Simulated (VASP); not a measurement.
# Sr (P6_3/mmc) in VASP: further runs

The runs below take Sr through single point, with r2SCAN.

Program: VASP 6.6.1. These are calculated values, not measurements. Logs are shortened: lines on timing, memory, paths and dates and some standing lists are left out, and cuts for length are marked.

## 1. The cell of the first run

It takes space group P6_3/mmc (No. 194, hexagonal). The conventional cell has a = 4.310 Å, b = 4.310 Å, c = 7.050 Å, α = 90.00°, β = 90.00°, γ = 120.00°. Sr (site symmetry -6m2) has 12 Sr at 4.31 Å within 5.7 Å.

## 2. Single point, r2SCAN

POSCAR reads:

```
Sr
1.0
    4.3100000000      0.0000000000      0.0000000000
   -2.1550000000      3.7325690000      0.0000000000
    0.0000000000      0.0000000000      7.0500000000
Sr
2
Direct
    0.3333333333      0.6666666667      0.2500000000
    0.6666666667      0.3333333333      0.7500000000
```

INCAR.step1 reads:

```
PREC = Accurate ; ENCUT = 520
ISMEAR = -1 ; SIGMA = 0.25
LREAL = False ; LASPH = True
NELM = 80 ; NBANDS = 17
GGA = PE ; ALGO = Normal
EDIFF = 1E-4 ; LWAVE = True
LCHARG = False
```

INCAR.step2 reads:

```
PREC = Accurate ; ENCUT = 520
EDIFF = 1E-7 ; ISMEAR = -1
SIGMA = 0.25 ; LREAL = False
LASPH = True ; NELM = 80
ALGO = Normal ; ISIF = 2
LWAVE = False ; LCHARG = True
METAGGA = R2SCAN ; LMIXTAU = True
LELF = True ; LVHAR = True
NBANDS = 17 ; ISTART = 1
```

KPOINTS reads:

```
Automatic mesh
0
Gamma
  6 6 4
```

Potentials or basis: VASP PAW PBE potentials, release 64 (Sr_sv).

Command:

```
$ cat potpaw_PBE.64/Sr_sv/POTCAR > POTCAR
$ cp INCAR.step1 INCAR
$ mpirun -np 1 vasp_std > vasp.out
$ cp INCAR.step2 INCAR
$ mpirun -np 1 vasp_std > vasp.out
```

OUTCAR:

```text
PREC = Accurate
   ENCUT = 520
   EDIFF = 1E-7
   ISMEAR = -1
   LREAL = False
   LASPH = True
   NELM = 80
   ISIF = 2
   METAGGA = R2SCAN
   ISTART = 1

 ion  position               nearest neighbor table
   1  0.333  0.667  0.250-   2 4.31   2 4.31   2 4.31   2 4.31   2 4.31   2 4.31
   2  0.667  0.333  0.750-   1 4.31   1 4.31   1 4.31   1 4.31   1 4.31   1 4.31

  LATTYP: Found a hexagonal cell.
 ALAT       =     4.3100000000
 C/A-ratio  =     1.6357308585

  Lattice vectors:

 A1 = (   4.3100000000,   0.0000000000,   0.0000000000)
 A2 = (  -2.1550000000,   3.7325690000,   0.0000000000)
 A3 = (   0.0000000000,   0.0000000000,   7.0500000000)

Analysis of symmetry for initial positions (statically):
=====================================================================
 Subroutine PRICEL returns:
 Original cell was already a primitive cell.

 Routine SETGRP: Setting up the symmetry group for a
 hexagonal supercell.

 Subroutine GETGRP returns: Found 24 space group operations
 (whereof 12 operations were pure point group operations)
 out of a pool of 24 trial point group operations.

The static configuration has the point symmetry D_3d.
 The point group associated with its full space group is D_6h.

Analysis of symmetry for dynamics (positions and initial velocities):
=====================================================================
 Subroutine PRICEL returns:
 Original cell was already a primitive cell.

 Routine SETGRP: Setting up the symmetry group for a
 hexagonal supercell.

 Subroutine GETGRP returns: Found 24 space group operations
 (whereof 12 operations were pure point group operations)
 out of a pool of 24 trial point group operations.

The dynamic configuration has the point symmetry D_3d.
 The point group associated with its full space group is D_6h.

 Subroutine INISYM returns: Found 24 space group operations
 (whereof 12 operations are pure point group operations),
 and found     1 'primitive' translations

----------------------------------------------------------------------------------------

                                     Primitive cell

  volume of cell :     113.4160

  direct lattice vectors                    reciprocal lattice vectors
     4.310000000  0.000000000  0.000000000     0.232018561  0.133955997  0.000000000
[... 77 lines left out ...]
   LNONCOLLINEAR =      F non collinear calculations
   LSORBIT =      F    spin-orbit coupling
   LASPH  =      T    aspherical Exc in radial PAW
   ENCUT  =  520.0 eV  38.22 Ry    6.18 a.u.   8.01  8.01 13.11*2*pi/ulx,y,z
   NELM   =     80;   NELMIN=  2; NELMDL=  0     # of ELM steps
   EDIFF  = 0.1E-06   stopping-criterion for ELM
   LREAL  =      F    real-space projection
   EDIFFG = 0.1E-05   stopping-criterion for IOM
   NSW    =      0    number of steps for IOM
   IBRION =     -1    ionic relax: 0-MD 1-quasi-New 2-CG
   NFREE  =      0    steps in history (QN), initial steepest desc. (CG)
   ISIF   =      2    stress and relaxation
   ISYM   =      2    0-nonsym 1-usesym 2-fastsym
   POTIM  = 0.5000    time-step for ionic-motion
   TEBEG  =    0.0;   TEEND  =   0.0 temperature during run
   PSTRESS=    0.0 pullay stress
   NELECT =      20.0000    total number of electrons
   NUPDOWN=      -1.0000    fix difference up-down
   EMIN   =  10.00;   EMAX   =-10.00  energy-range for DOS
   EFERMI =   0.00;   METHOD = LEGACY
   ISMEAR =    -1;   SIGMA  =   0.25  broadening in eV -4-tet -1-fermi 0-gaus
   EFERMI_NEDOS =   21; number of points for ismear=-14 and -15
   IALGO  =     38    algorithm
   IMIX   =      4    mixing-type and parameters
     AMIX     =   0.40;   BMIX     =  1.00
     AMIX_MAG =   1.60;   BMIX_MAG =  1.00
  volume/ion in A,a.u.               =      56.71       382.68
  Fermi-wavevector in a.u.,A,eV,Ry     =   0.918037  1.734838 11.466875  0.842792
  Thomas-Fermi vector in A             =   2.043073
   LORBIT       =      0    0 simple, 1 ext, 2 COOP (PROOUT), +10 PAW based schemes
   METAGGA = R2SCAN    functional components
   LHFCALC =     F    Hartree Fock is set to
   AEXX    =    0.0000 exact exchange contribution
   IVDW    =     0    specifies the selected vdW correction
   LEPSILON=     F    determine dielectric tensor
   LRPA    =     F    only Hartree local field effects (RPA)
 non-spin polarized calculation
  energy-cutoff  :      520.00
  volume of cell :      113.42
 maximum number of plane-waves:      3090
   NGX = 17   NGY = 17   NGZ = 27

 number of electron      20.0000000 magnetization

 Free energy of the ion-electron system (eV)
  ---------------------------------------------------
  ext. energy  EPLUGINS =         0.00000000
  ---------------------------------------------------
  free energy    TOTEN  =       -30.46060087 eV

  energy without entropy =      -29.92069613  energy(sigma->0) =      -30.19064850

 E-fermi :   1.4250     XC(G=0):  -7.6909

 val. band max:        1.4215682854   @ k =   0.3333   0.3333   0.2500
 cond. band min:       1.4300508298   @ k =   0.1667   0.0000   0.0000
 fundamental gap:      0.0084825444
 Fermi energy:         1.4249948518

 k-point     1 :       0.0000    0.0000    0.0000
  band No.  band energies     occupation
      1     -36.5416      2.00000
      2     -36.5285      2.00000
      3     -17.9900      2.00000
      4     -17.8341      2.00000
      5     -17.8341      2.00000
      6     -17.8094      2.00000
[... 397 lines left out ...]
      4     -17.9550      2.00000
      5     -17.9193      2.00000
      6     -17.9193      2.00000
[... 9 lines left out ...]
     16       4.6726      0.00000
     17       6.0756      0.00000

------------------------ aborting loop because EDIFF is reached ----------------------------------------

  FORCE on cell =-STRESS in cart. coord.  units (eV):
  Direction    XX          YY          ZZ          XY          YZ          ZX
  --------------------------------------------------------------------------------------
  -------------------------------------------------------------------------------------
  Total        0.1205214      0.1205214      0.0790207      0.0000000     -0.0000000      0.0000000
  in kB        1.7025524      1.7025520      1.1162910      0.0000000     -0.0000000      0.0000000
  external PRESSURE =       1.5071318 kB  Pullay stress =       0.0000000 kB

 VOLUME and BASIS-vectors are now :
 -----------------------------------------------------------------------------
  energy-cutoff  :      520.00
  volume of cell :      113.42
      direct lattice vectors                 reciprocal lattice vectors
     4.310000000  0.000000000  0.000000000     0.232018561  0.133955997  0.000000000
    -2.155000000  3.732569000  0.000000000     0.000000000  0.267911993  0.000000000
     0.000000000  0.000000000  7.050000000     0.000000000  0.000000000  0.141843972

 POSITION                                       TOTAL-FORCE (eV/Angst)
 -----------------------------------------------------------------------------------
     -0.00000      2.48838      1.76250         0.000000     -0.000000      0.000000
      2.15500      1.24419      5.28750        -0.000000      0.000000      0.000000
 -----------------------------------------------------------------------------------
    total drift:                                0.000000     -0.000000      0.000000

  FREE ENERGIE OF THE ION-ELECTRON SYSTEM (eV)
  ---------------------------------------------------
  free  energy   TOTEN  =       -30.4606008679 eV

  energy  without entropy=      -29.9206961315  energy(sigma->0) =      -30.19064850
```

OUTCAR.step1:

```text
PREC = Accurate
   ENCUT = 520
   ISMEAR = -1
   LREAL = False
   LASPH = True
[... 637 lines left out ...]
     -0.00000      2.48838      1.76250        -0.000000     -0.000000      0.000000
      2.15500      1.24419      5.28750         0.000000      0.000000      0.000000
 -----------------------------------------------------------------------------------
    total drift:                                0.000000     -0.000000      0.000000

  FREE ENERGIE OF THE ION-ELECTRON SYSTEM (eV)
  ---------------------------------------------------
  free  energy   TOTEN  =        -3.5528754199 eV

  energy  without entropy=       -2.9820079658  energy(sigma->0) =       -3.26744169
```

OSZICAR.step1:

```text
N       E                     dE             d eps       ncg     rms          rms(c)
DAV:   1     0.109998533735E+03    0.11000E+03   -0.94305E+03   714   0.984E+02
DAV:   2     0.525184258557E+01   -0.10475E+03   -0.10263E+03   912   0.229E+02
DAV:   3    -0.336636833189E+01   -0.86182E+01   -0.85746E+01  1320   0.474E+01
DAV:   4    -0.353928684766E+01   -0.17292E+00   -0.17262E+00   961   0.657E+00
DAV:   5    -0.354348404565E+01   -0.41972E-02   -0.41969E-02  1191   0.744E-01    0.162E+01
DAV:   6    -0.354838374826E+01   -0.48997E-02   -0.15881E-02   913   0.129E+00    0.907E+00
DAV:   7    -0.355274499951E+01   -0.43613E-02   -0.25581E-02   858   0.165E+00    0.492E-01
DAV:   8    -0.355281088049E+01   -0.65881E-04   -0.30052E-03  1120   0.295E-01    0.187E-01
DAV:   9    -0.355287541989E+01   -0.64539E-04   -0.12966E-04   757   0.693E-02
   1 F= -.35528754E+01 E0= -.32674417E+01  d E =-.570867E+00
```

It took 64 s on 1 thread of Intel Xeon 6975P-C (Granite Rapids), shared host; peak memory 0.24 GiB.

What came out:

```
Free energy            : -30.4606 eV
Pressure               : 0.2 GPa
Band gap on the k mesh : zero (band 10 reaches 1.63 eV, above the bottom of band 11 at 1.34 eV)
```

Levels at points of the mesh, in eV from the Fermi level:
```tsv
k point	band 8	band 9	band 10	band 11	band 12	band 13
(0.00, 0.00, 0.00)	-19.23	-3.71	-0.97	-0.01	2.70	2.70
(0.50, 0.00, 0.00)	-19.26	-1.00	-0.53	0.24	0.44	1.51
(0.00, 0.00, 0.50)	-19.25	-2.74	-2.74	1.54	1.54	2.70
(0.50, 0.00, 0.50)	-19.28	-0.65	-0.65	0.26	0.26	1.62
```

Caveat: the PAW data sets were made with another functional, which shifts forces and pressure a little.

[end of part 1 of 2]
